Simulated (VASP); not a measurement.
Co3W, 4 atoms in the cell. The structure is cubic, space group Pm-3m (No. 221). Conventional cell: a = 3.600 Å, b = 3.600 Å, c = 3.600 Å, α = 90.00°, β = 90.00°, γ = 90.00°. Within 3.4 Å of Co (site symmetry 4/mmm) lie 8 Co at 2.55 Å and 4 W at 2.55 Å. Within 3.4 Å of W (site symmetry m-3m) lie 12 Co at 2.55 Å. 

- Program: VASP 6.6.1
- Task: single point
- Functional: r2SCAN
- Potentials or basis: VASP PAW PBE potentials, release 64 (Co, W_sv)
- Cutoff: 520 eV
- k mesh: 12 × 12 × 12
- Occupations: gaussian, width 0.1 eV
- Spin: collinear spin, ferrimagnetic start
- Starting moments: [-0.53, -0.53, -0.53, 0.2] μB
- Dipole correction: no
- Further INCAR settings: ALGO = Normal; EDIFF = 1e-07; NBANDS = 32

Potentials or basis: VASP PAW PBE potentials, release 64 (Co, W_sv).

The run is started by

```bash
$ cat potpaw_PBE.64/Co/POTCAR potpaw_PBE.64/W_sv/POTCAR > POTCAR
$ cp INCAR.step1 INCAR
$ mpirun -np 1 vasp_std > vasp.out
$ cp INCAR.step2 INCAR
$ mpirun -np 1 vasp_std > vasp.out
```

Hardware: 1 thread of Intel(R) Xeon(R) 6975P-C (Granite Rapids) (shared host).

Q: Estimate the wall time of this run.

A: Run time: 6.9 min on 1 thread of Intel(R) Xeon(R) 6975P-C (Granite Rapids), on a shared host, peak memory 0.32 GiB. Counts: k points 84.
